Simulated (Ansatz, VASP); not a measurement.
**One calculation of B, two programs**

```xyz
8
Lattice="3.8413 0.0000 0.0000 0.0000 3.9718 1.9550 0.0000 -3.9718 1.9550" Properties=species:S:1:pos:R:3 pbc="T T T"
B     0.9603    1.9859    0.8497
B     2.8810   -1.9859    0.8497
B     0.9603   -1.9859    0.8497
B     2.8810    1.9859    0.8497
B     0.0000    3.1364    1.8273
B     0.0000   -3.1364    1.8273
B     1.9207   -0.8354    1.8273
B     1.9207    0.8354    1.8273
```

Alike in both runs: functional PBE; k mesh 4 × 6 × 6; occupations gaussian, width 0.1 eV; no spin polarisation.

Ansatz relaxed the structure, and its values are those at the end. VASP's run is a single point on that final structure, the one shown.

|  | VASP | Ansatz |
| --- | --- | --- |
| version | VASP 6.6.1 | Ansatz 0.2.0 |
| potentials or method | VASP PAW PBE potentials, release 64 (B), cutoff 520 eV | scalar-relativistic, plane waves, PAW |
| valence electrons in the cell | 24 | 24 |

```tsv
	VASP	Ansatz	Ansatz less VASP
gap on the k mesh at the Fermi level (eV)	none	none	-
pressure (GPa)	0.1	0.1	-0.01
```

A gap of «none» marks a metal or a gap that the smearing closes. The functional is the same, so the differences come from potentials, cutoffs and numerics.

The k mesh is coarse, so the values compare programs but aren't converged.
